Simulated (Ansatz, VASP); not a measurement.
## NaCl: VASP beside Ansatz

INCAR

```
PREC = Accurate
ENCUT = 520
EDIFF = 1E-6
ISMEAR = 0
SIGMA = 0.05
LREAL = F
LASPH = T
NELM = 100
ALGO = Normal
ISIF = 2
LWAVE = F
LCHARG = F
GGA = PE
NBANDS = 14
```

File KPOINTS:

```
regular mesh
0
Gamma
  8 8 8
```

The input POSCAR:

```
NaCl
1.0
    3.4107264071      0.0000000000      0.0000000000
    0.0000000000      3.4107264071      0.0000000000
    0.0000000000      0.0000000000      3.4107264071
Na Cl
1 1
Direct
    0.0000000000      0.0000000000      0.0000000000
    0.5000000000      0.5000000000      0.5000000000
```

Input for Ansatz:

```yaml
crystal:
  lattice:
    - [3.4107264071, 0.0, 0.0]
    - [0.0, 3.4107264071, 0.0]
    - [0.0, 0.0, 3.4107264071]
  atoms:
    - { symbol: Na, position: [0.0, 0.0, 0.0] }
    - { symbol: Cl, position: [0.5, 0.5, 0.5] }
basis:
  ecutwfc: 420
  ecutrho_ratio: 4
kpoints:
  mp_grid: { grid: [8, 8, 8] }
hamiltonian:
  xc: pbe
scf:
  occupations: { method: gaussian, width: 0.05 }
output:
  forces: true
  stress: true
  eigenvalues: true
```

Alike in both runs: task single point; functional PBE; k mesh 8 × 8 × 8; occupations gaussian, width 0.05 eV; no spin polarisation.

|  | VASP | Ansatz |
| --- | --- | --- |
| version | VASP 6.6.1 | Ansatz 0.2.0 |
| potentials or method | VASP PAW PBE potentials, release 64 (Na_pv, Cl), cutoff 520 eV | scalar-relativistic, plane waves, PAW |
| valence electrons in the cell | 14 | 16 |

|  | VASP | Ansatz | Ansatz less VASP |
| --- | --- | --- | --- |
| gap on the k mesh at the Fermi level (eV) | 4.26 | 4.26 | 0.000 |
| least direct gap on the mesh (eV) | 4.82 | 4.82 | 0.000 |
| pressure (GPa) | 2.6 | 2.6 | +0.05 |

VASP's potentials hold 14 valence electrons a cell and Ansatz's 16, so a difference there can come from the potentials and not from the codes.
